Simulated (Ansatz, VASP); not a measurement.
Zr2MnN2 in VASP and in Ansatz

```
CELL_PARAMETERS angstrom
1.90733 1.10119 5.84191
-1.90733 1.10119 5.84191
0.00000 -2.20239 5.84191
ATOMIC_POSITIONS crystal
Zr 0.23459 0.23459 0.23459
Zr 0.76541 0.76541 0.76541
Mn 0.00000 0.00000 0.00000
N 0.89174 0.89174 0.89174
N 0.10826 0.10826 0.10826
```

Alike in both runs: functional PBE; k mesh 4 × 4 × 4; occupations gaussian, width 0.15 eV; collinear spin.

Ansatz relaxed the structure, and its values are those at the end. VASP's run is a single point on that final structure, the one shown.

|  | VASP | Ansatz |
| --- | --- | --- |
| version | VASP 6.6.1 | Ansatz 0.2.0 |
| potentials or method | VASP PAW PBE potentials, release 64 (Zr_sv, Mn_pv, N), cutoff 600 eV | scalar-relativistic, plane waves, PAW |
| valence electrons in the cell | 47 | 49 |

```tsv
	VASP	Ansatz	Ansatz less VASP
gap on the k mesh at the Fermi level (eV)	none	none	-
pressure (GPa)	0.3	0.1	-0.19
rms of the force components (eV/Å)	0.021	0.002	-0.0191
net moment per atom (μB)	0.42	0.42	0.000
size of the moment on the site where the two differ most (μB)	2.38	2.03	-0.353
```

Site moments also hang on the region over which each program counts them. A gap of «none» marks a metal or a gap that the smearing closes. VASP's potentials hold 47 valence electrons a cell and Ansatz's 49, so a difference there can come from the potentials and not from the codes.

The k mesh is coarse, so the values compare programs but aren't converged.
